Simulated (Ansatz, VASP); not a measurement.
AlRh: VASP beside Ansatz

```
Al Rh
1.0
     2.97732    0.00000    0.00000
     0.00000    2.91778    0.00000
     0.00000    0.00000    2.97732
Al Rh
1 1
Direct
  0.00000 0.00000 0.00000
  0.50000 0.50000 0.50000
```

Change from the starting cell: strain -0.0200 x Voigt [0, 1, 0, 0, 0, 0], atoms carried along.

Alike in both runs: task single point; functional LDA; k mesh 16 × 16 × 16; occupations gaussian, width 0.15 eV; no spin polarisation.

|  | VASP | Ansatz |
| --- | --- | --- |
| version | VASP 6.6.1 | Ansatz 0.2.0 |
| potentials or method | VASP PAW LDA potentials, release 64 (Al, Rh_pv), cutoff 520 eV | scalar-relativistic, plane waves, PAW |
| valence electrons in the cell | 18 | 20 |

|  | VASP | Ansatz | Ansatz less VASP |
| --- | --- | --- | --- |
| gap on the k mesh at the Fermi level (eV) | none | none | - |
| pressure (GPa) | -1.2 | -1.8 | -0.59 |
| traceless stress, the component that is largest in VASP (GPa) | 2.87 | 2.84 | -0.025 |

LDA's correlation is that of Perdew and Zunger in VASP and of Perdew and Wang (1992) in Ansatz. A gap of «none» marks a metal or a gap that the smearing closes. VASP's potentials hold 18 valence electrons a cell and Ansatz's 20, so a difference there can come from the potentials and not from the codes.
